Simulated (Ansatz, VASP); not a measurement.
# One calculation of K3TeH, two programs

```
CELL_PARAMETERS angstrom
5.77728 0.00000 0.00000
-2.88864 5.00327 0.00000
0.00000 0.00000 9.48883
ATOMIC_POSITIONS crystal
K 0.33333 0.66667 0.36509
K 0.66667 0.33333 0.36509
K 0.00000 0.00000 0.88824
Te 0.00000 0.00000 0.24274
H 0.00000 0.00000 0.63138
```

Alike in both runs: functional PBE; k mesh 6 × 6 × 4; occupations gaussian, width 0.02 eV; no spin polarisation.

Ansatz relaxed the structure, and its values are those at the end. VASP's run is a single point on that final structure, the one shown.

|  | VASP | Ansatz |
| --- | --- | --- |
| version | VASP 6.6.1 | Ansatz 0.2.0 |
| potentials or method | VASP PAW PBE potentials, release 64 (K_sv, Te, H), cutoff 520 eV | scalar-relativistic, plane waves, PAW |
| valence electrons in the cell | 34 | 44 |

|  | VASP | Ansatz | Ansatz less VASP |
| --- | --- | --- | --- |
| gap on the k mesh at the Fermi level (eV) | 1.33 | 1.34 | +0.002 |
| least direct gap on the mesh (eV) | 1.59 | 1.59 | +0.001 |
| pressure (GPa) | 0.0 | 0.0 | -0.01 |

VASP's potentials hold 34 valence electrons a cell and Ansatz's 44, so a difference there can come from the potentials and not from the codes.

Spin-orbit coupling is off throughout.
